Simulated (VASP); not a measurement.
**TePb: relaxation of cell and atoms with LDA**

TePb:

```
CELL_PARAMETERS angstrom
0.00000 3.28606 3.28606
3.28606 0.00000 3.28606
3.28606 3.28606 0.00000
ATOMIC_POSITIONS crystal
Te 0.50000 0.50000 0.50000
Pb 0.00000 0.00000 0.00000
```

| Item | Value |
| --- | --- |
| Program | VASP 6.6.1 |
| Task | relaxation of cell and atoms |
| Functional | LDA |
| Potentials or basis | VASP PAW LDA potentials, release 64 (Te, Pb_d) |
| Cutoff | 600 eV |
| k mesh | 6 × 6 × 6 |
| Occupations | fermi-dirac, width 0.02 eV |
| Spin | no spin polarisation |
| Dipole correction | no |
| Further INCAR settings | ALGO = Normal; EDIFF = 1e-06; IBRION = 2; EDIFFG = -0.005; NSW = 80; ISIF = 3 |

```json
{
  "Relaxed volume": "32.56 Å³/atom",
  "Relaxed cell": "a = 4.516 Å, b = 4.516 Å, c = 4.516 Å, α = 60.00°, β = 60.00°, γ = 60.00°",
  "Space group after relaxing (to 0.05 Å)": "Fm-3m (No. 225)",
  "Energy gained by relaxing": "34.3 meV/atom",
  "Ionic steps": "3",
  "Pressure after relaxing": "0.0 GPa",
  "Band gap on the k mesh": "0.56 eV, direct"
}
```

Step by step:
| step | energy change (eV) | largest force (eV/Å) | pressure (GPa) | volume (Å³) |
| --- | --- | --- | --- | --- |
| 1 | 0.0000 | 0.0000 | -3.48 | 70.97 |
| 2 | -0.0609 | 0.0000 | 1.45 | 63.35 |
| 3 | -0.0686 | 0.0000 | -0.01 | 65.12 |

Final structure:
```
CELL_PARAMETERS angstrom
0.00000 3.19317 3.19317
3.19317 0.00000 3.19317
3.19317 3.19317 0.00000
ATOMIC_POSITIONS crystal
Te 0.50000 0.50000 0.50000
Pb 0.00000 0.00000 0.00000
```

Levels at points of the mesh, in eV from the valence-band top:
| k point | band 8 | band 9 | band 10 | band 11 | band 12 | band 13 |
| --- | --- | --- | --- | --- | --- | --- |
| (0.00, 0.00, 0.00) | -1.49 | -1.49 | -1.49 | 4.02 | 4.02 | 4.02 |
| (0.50, 0.00, 0.00) | -0.99 | -0.99 | 0.00 | 0.56 | 1.11 | 1.11 |
| (0.50, 0.50, 0.00) | -4.81 | -3.02 | -3.02 | 3.09 | 5.51 | 5.51 |

Run time: 42 s on 1 thread of Intel(R) Xeon(R) Platinum 8259CL CPU @ 2.50GHz (Skylake/Cascade Lake), with other jobs on the host, peak memory 0.2 GiB.

Caveat: spin-orbit coupling is left out, which moves the levels of the heavy elements. Zero-point motion and thermal expansion aren't in these numbers.
